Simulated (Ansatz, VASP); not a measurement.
## Na2Au: VASP beside Ansatz

```
CELL_PARAMETERS angstrom
-3.55618 3.55618 2.74080
3.55618 -3.55618 2.74080
3.55618 3.55618 -2.74080
ATOMIC_POSITIONS crystal
Na 0.67241 0.17241 0.84482
Na 0.17241 0.32759 0.50000
Na 0.32759 0.82759 0.15518
Na 0.82759 0.67241 0.50000
Au 0.25000 0.25000 0.00000
Au 0.75000 0.75000 0.00000
```

Alike in both runs: functional LDA; k mesh 8 × 8 × 8; occupations gaussian, width 0.1 eV; no spin polarisation.

Ansatz relaxed the structure, and its values are those at the end. VASP's run is a single point on that final structure, the one shown.

|  | VASP | Ansatz |
| --- | --- | --- |
| version | VASP 6.6.1 | Ansatz 0.2.0 |
| potentials or method | VASP PAW LDA potentials, release 64 (Na_pv, Au), cutoff 520 eV | scalar-relativistic, plane waves, PAW |
| valence electrons in the cell | 50 | 74 |

```csv
,VASP,Ansatz,Ansatz less VASP
gap on the k mesh at the Fermi level (eV),none,none,-
pressure (GPa),0.1,0.0,-0.07
```

LDA's correlation is that of Perdew and Zunger in VASP and of Perdew and Wang (1992) in Ansatz. A gap of «none» marks a metal or a gap that the smearing closes. VASP's potentials hold 50 valence electrons a cell and Ansatz's 74, so a difference there can come from the potentials and not from the codes.

Spin-orbit coupling is off throughout.
